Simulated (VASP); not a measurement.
Runs of VASP 6.6.1 on GaSb3. The structure is that of space group Fm-3m (No. 225), or close to it. The cells are those of the table. 

```tsv
cell	gap on the mesh (eV)	pressure (GPa)
a = 4.971, b = 4.971, c = 4.868 Å, angles 60.7, 60.7, 58.6°, 4 atoms	none	8.0
a = 5.037, b = 5.037, c = 5.004 Å, angles 60.2, 60.2, 59.6°, 4 atoms	none	2.3
a = 5.004, b = 5.004, c = 4.936 Å, angles 60.4, 60.4, 59.1°, 4 atoms	none	4.8
a = 5.105, b = 5.105, c = 5.138 Å, angles 59.8, 59.8, 60.4°, 4 atoms	none	(a)
```

Alike in all rows: task single point; level PBEsol+D3(BJ); potentials or basis VASP PAW PBE potentials, release 64 (Ga_d, Sb); no spin polarisation; k mesh 10 × 10 × 10; cutoff (eV) 520; smearing gaussian 0.15 eV.

Problem. Estimate the missing entries.

Solution. (a) -1.7.

Caveats: the PAW data sets were made with another functional, which shifts forces and pressure a little; spin-orbit coupling is left out, which moves the levels of the heavy elements; pairwise dispersion overbinds metals, which lowers pressure and volume.

A k mesh can miss the band edges, and the runs leave out spin-orbit coupling on Ga, Sb.

A gap of «none» marks levels without a gap at the run's occupations.
